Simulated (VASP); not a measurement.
# Sn (I4/mmm) in VASP: settings compared, part 2 of 2

VASP 6.6.1. Earlier steps stand in the parts before.

## Step 4: Single point, PBEsol, non-collinear spin, zero start, spin-orbit coupling

Contents of INCAR:

```
SYSTEM = Sn
PREC = Accurate
ENCUT = 520
EDIFF = 1E-6
ISMEAR = -1
SIGMA = 0.05
LREAL = .False.
LASPH = .True.
NELM = 150
ALGO = Normal
ISIF = 2
LWAVE = .False.
LCHARG = .False.
LNONCOLLINEAR = .True.
MAGMOM = 0 0 0
LORBIT = 11
LSORBIT = .True.
GGA_COMPAT = .False.
LORBMOM = .True.
GGA = PS
NBANDS = 25
```

Contents of KPOINTS:

```
Automatic mesh
0
Gamma
  7 7 7
  0 0 0
```

Contents of POSCAR:

```
Sn
1.0
   -2.0291894110      2.0291894110      1.6607599896
    2.0291894110     -2.0291894110      1.6607599896
    2.0291894110      2.0291894110     -1.6607599896
Sn
1
Direct
    0.0000000000      0.0000000000      0.0000000000
```

Potentials or basis: VASP PAW PBE potentials, release 64 (Sn_d).

Command:

```console
cat potpaw_PBE.64/Sn_d/POTCAR > POTCAR
mpirun -np 1 vasp_ncl > vasp.out
```

OUTCAR:

```text
SYSTEM = Sn
   PREC = Accurate
   ENCUT = 520
   EDIFF = 1E-6
   ISMEAR = -1
   LREAL = .False.
   LASPH = .True.
   NELM = 150
   ISIF = 2
   LNONCOLLINEAR = .True.
   LORBIT = 11
   LSORBIT = .True.
   GGA = PS

 ion  position               nearest neighbor table
   1  0.000  0.000  0.000-

  LATTYP: Found a body centered tetragonal cell.
 ALAT       =     4.0583788220
 C/A-ratio  =     0.8184351745

  Lattice vectors:

 A1 = (  -2.0291894110,   2.0291894110,   1.6607599896)
 A2 = (   2.0291894110,  -2.0291894110,   1.6607599896)
 A3 = (   2.0291894110,   2.0291894110,  -1.6607599896)

Analysis of symmetry for initial positions (statically):
=====================================================================
 Subroutine PRICEL returns:
 Original cell was already a primitive cell.

 Routine SETGRP: Setting up the symmetry group for a
 body centered tetragonal supercell.

 Subroutine GETGRP returns: Found 16 space group operations
 (whereof 16 operations were pure point group operations)
 out of a pool of 16 trial point group operations.

The static configuration has the point symmetry D_4h.

Analysis of symmetry for dynamics (positions and initial velocities):
=====================================================================
 Subroutine PRICEL returns:
 Original cell was already a primitive cell.

 Routine SETGRP: Setting up the symmetry group for a
 body centered tetragonal supercell.

 Subroutine GETGRP returns: Found 16 space group operations
 (whereof 16 operations were pure point group operations)
 out of a pool of 16 trial point group operations.

The dynamic configuration has the point symmetry D_4h.

Analysis of structural, dynamic, and magnetic symmetry:
=====================================================================
 Subroutine PRICEL returns:
 Original cell was already a primitive cell.

 Routine SETGRP: Setting up the symmetry group for a
 body centered tetragonal supercell.

 Subroutine GETGRP returns: Found 16 space group operations
 (whereof 16 operations were pure point group operations)
 out of a pool of 16 trial point group operations.

The overall configuration has the point symmetry D_4h.

 Subroutine INISYM returns: Found 16 space group operations
 (whereof 16 operations are pure point group operations),
 and found     1 'primitive' translations

----------------------------------------------------------------------------------------

                                     Primitive cell

  volume of cell :      27.3534

  direct lattice vectors                    reciprocal lattice vectors
    -2.029189411  2.029189411  1.660759990     0.000000000  0.246403809  0.301066983
     2.029189411 -2.029189411  1.660759990     0.246403809  0.000000000  0.301066983
     2.029189411  2.029189411 -1.660759990     0.246403809  0.246403809  0.000000000

  length of vectors
     3.315621069  3.315621069  3.315621069     0.389045197  0.389045197  0.348467608

  position of ions in fractional coordinates (direct lattice)
     0.000000000  0.000000000  0.000000000

  ion indices of the primitive-cell ions
[... 96 lines left out ...]
  Fermi-wavevector in a.u.,A,eV,Ry     =   1.309524  2.474642 23.331997  1.714853
  Thomas-Fermi vector in A             =   2.440117
   LORBIT       =     11    0 simple, 1 ext, 2 COOP (PROOUT), +10 PAW based schemes
   GGA     = PS    functional components
   LHFCALC =     F    Hartree Fock is set to
   AEXX    =    0.0000 exact exchange contribution
   IVDW    =     0    specifies the selected vdW correction
   LEPSILON=     F    determine dielectric tensor
   LRPA    =     F    only Hartree local field effects (RPA)
  energy-cutoff  :      520.00
  volume of cell :       27.35
 maximum number of plane-waves:      1496
 NGX is ok and might be reduce to    28
   NGX = 13   NGY = 13   NGZ = 13

 number of electron      14.0000001 magnetization      -0.0000000     -0.0000000     -0.0000000

 number of electron      14.0000001 magnetization       0.0000000      0.0000000      0.0000000

 Free energy of the ion-electron system (eV)
  ---------------------------------------------------
  ext. energy  EPLUGINS =         0.00000000
  ---------------------------------------------------
  free energy    TOTEN  =        -4.30105646 eV

  energy without entropy =       -4.29672341  energy(sigma->0) =       -4.29888994

 E-fermi :   7.8516     XC(G=0): -10.4607

 val. band max:        7.8300169950   @ k =  -0.4286  -0.4286   0.2857
 cond. band min:       8.0650399988   @ k =  -0.2857  -0.2857   0.1429
 fundamental gap:      0.2350230039
 Fermi energy:         7.8515980035

 k-point     1 :       0.0000    0.0000    0.0000
  band No.  band energies     occupation
      1     -14.1355      1.00000
      2     -14.1355      1.00000
      3     -14.1263      1.00000
      4     -14.1263      1.00000
      5     -13.1370      1.00000
      6     -13.1370      1.00000
[... 661 lines left out ...]
     24      20.3926      0.00000
     25      20.6118      0.00000

 [... further k-points ...]

------------------------ aborting loop because EDIFF is reached ----------------------------------------

  FORCE on cell =-STRESS in cart. coord.  units (eV):
  Direction    XX          YY          ZZ          XY          YZ          ZX
  --------------------------------------------------------------------------------------
  -------------------------------------------------------------------------------------
  Total       -0.3160053     -0.3160053     -0.0191925      0.0000000      0.0000000      0.0000000
  in kB      -18.5094265    -18.5094265     -1.1241636      0.0000000      0.0000000      0.0000000
  external PRESSURE =     -12.7143389 kB  Pullay stress =       0.0000000 kB

 VOLUME and BASIS-vectors are now :
 -----------------------------------------------------------------------------
  energy-cutoff  :      520.00
  volume of cell :       27.35
      direct lattice vectors                 reciprocal lattice vectors
    -2.029189411  2.029189411  1.660759990     0.000000000  0.246403809  0.301066983
     2.029189411 -2.029189411  1.660759990     0.246403809  0.000000000  0.301066983
     2.029189411  2.029189411 -1.660759990     0.246403809  0.246403809  0.000000000

 POSITION                                       TOTAL-FORCE (eV/Angst)
 -----------------------------------------------------------------------------------
      0.00000      0.00000      0.00000         0.000000      0.000000      0.000000
 -----------------------------------------------------------------------------------
    total drift:                               -0.000000     -0.000000     -0.000000

  FREE ENERGIE OF THE ION-ELECTRON SYSTEM (eV)
  ---------------------------------------------------
  free  energy   TOTEN  =        -4.3010564608 eV

  energy  without entropy=       -4.2967234129  energy(sigma->0) =       -4.29888994

 orbital moment (x)

 # of ion     p       d       tot
 ----------------------------------------
  1        -0.000   0.000   0.000
 ----------------------------------------
           -0.000   0.000   0.000

 orbital moment (y)

 # of ion     p       d       tot
 ----------------------------------------
  1         0.000  -0.000  -0.000
 ----------------------------------------
            0.000  -0.000  -0.000

 orbital moment (z)

 # of ion     p       d       tot
 ----------------------------------------
  1         0.000   0.000   0.000
 ----------------------------------------
            0.000   0.000   0.000

 Spin-Orbit-Coupling matrix elements

 Ion:    1  E_soc:     -0.1097131
 l=   1
     0.0000000    -0.0123507    -0.0116400
    -0.0123507     0.0000000    -0.0123507
    -0.0116400    -0.0123507     0.0000000
 l=   2
     0.0000000    -0.0012412     0.0000000    -0.0012412    -0.0049419
    -0.0012412     0.0000000    -0.0036956    -0.0012381    -0.0012307
     0.0000000    -0.0036956     0.0000000    -0.0036956     0.0000000
    -0.0012412    -0.0012381    -0.0036956     0.0000000    -0.0012307
    -0.0049419    -0.0012307     0.0000000    -0.0012307     0.0000000
 l=   3
     0.0000000     0.0000000     0.0000000     0.0000000     0.0000000     0.0000000     0.0000000
     0.0000000     0.0000000     0.0000000     0.0000000     0.0000000     0.0000000     0.0000000
     0.0000000     0.0000000     0.0000000     0.0000000     0.0000000     0.0000000     0.0000000
     0.0000000     0.0000000     0.0000000     0.0000000     0.0000000     0.0000000     0.0000000
     0.0000000     0.0000000     0.0000000     0.0000000     0.0000000     0.0000000     0.0000000
     0.0000000     0.0000000     0.0000000     0.0000000     0.0000000     0.0000000     0.0000000
     0.0000000     0.0000000     0.0000000     0.0000000     0.0000000     0.0000000     0.0000000

 total charge

# of ion       s       p       d       tot
------------------------------------------
    1        1.294   0.891   9.972  12.157

 magnetization (x)

# of ion       s       p       d       tot
------------------------------------------
    1       -0.000  -0.000  -0.000  -0.000

 magnetization (y)

# of ion       s       p       d       tot
------------------------------------------
    1       -0.000   0.000   0.000  -0.000

 magnetization (z)

# of ion       s       p       d       tot
------------------------------------------
    1        0.000   0.000   0.000   0.000
```

OSZICAR:

```text
N       E                     dE             d eps       ncg     rms          rms(c)
DAV:   1     0.116772609418E+03    0.11677E+03   -0.67591E+03  2147   0.174E+03
DAV:   2     0.937390474345E+01   -0.10740E+03   -0.10357E+03  2056   0.421E+02
DAV:   3    -0.387482321389E+01   -0.13249E+02   -0.13124E+02  2327   0.124E+02
DAV:   4    -0.430341346778E+01   -0.42859E+00   -0.42826E+00  2356   0.241E+01
DAV:   5    -0.431919560566E+01   -0.15782E-01   -0.15781E-01  3000   0.437E+00    0.144E+00
DAV:   6    -0.430532575325E+01    0.13870E-01   -0.17058E-02  2687   0.235E+00    0.789E-01
DAV:   7    -0.430144568010E+01    0.38801E-02   -0.58406E-03  2867   0.128E+00    0.477E-01
DAV:   8    -0.430116626276E+01    0.27942E-03   -0.35911E-04  3014   0.205E-01    0.743E-02
DAV:   9    -0.430105559576E+01    0.11067E-03   -0.14842E-04  2532   0.235E-01    0.117E-02
DAV:  10    -0.430105646081E+01   -0.86505E-06   -0.24468E-06  2242   0.213E-02
   1 F= -.43010565E+01 E0= -.42988899E+01  d E =-.433305E-02  mag=    -0.0000    -0.0000    -0.0000
```

stdout:

```text
POSCAR found type information on POSCAR Sn
 POSCAR found :  1 types and       1 ions
 scaLAPACK will be used
 -----------------------------------------------------------------------------
|                                                                             |
|                                                                             |
|     You enforced a specific xc type in the INCAR file but a different       |
|     I HOPE YOU KNOW WHAT YOU ARE DOING!                                     |
|                                                                             |
 -----------------------------------------------------------------------------

 LDA part: xc-table for (Slater+PW92), standard interpolation
 POSCAR, INCAR and KPOINTS ok, starting setup
 FFT: planning ... GRIDC
 FFT: planning ... GRID_SOFT
 FFT: planning ... GRID
 WAVECAR not read
 entering main loop
```

Run time: 96 s. Hardware: 1 thread of Intel Xeon 8259CL, shared host; peak memory 0.25 GiB.

Results:

| Item | Value |
| --- | --- |
| Free energy | -4.3011 eV |
| Pressure | -1.3 GPa |
| Net moment | 0.00 μB per cell |
| Valence electrons inside the program's atomic spheres | Sn 12.16 |

Stress tensor (GPa, compression positive):
```
-1.85  0.00  0.00
 0.00 -1.85  0.00
 0.00  0.00 -0.11
```

Moments on the atoms (μB; x, y, z):
```
Sn  0.00 0.00 0.00
```

Caveat: the PAW data sets were made with another functional, which shifts forces and pressure a little.

## Step 5: The runs side by side

| level | potentials or basis | pressure (GPa) | moment (μB) |
| --- | --- | --- | --- |
| PBE | VASP PAW PBE potentials, release 64 (Sn_d) | 1.6 | 0.00 |
| LDA | VASP PAW LDA potentials, release 64 (Sn_d) | -2.6 | 0.00 |
| PBEsol | VASP PAW PBE potentials, release 64 (Sn_d) | -1.3 | 0.00 |

Alike in all rows: task single point; spin non-collinear, zero start, SOC; cell as given; k mesh 7 × 7 × 7; cutoff (eV) 520; smearing fermi-dirac 0.05 eV.

Caveats: the PAW data sets were made with another functional, which shifts forces and pressure a little (at least some runs).

Total energies depend on the potentials used, so only differences within one code and one set of settings carry meaning.
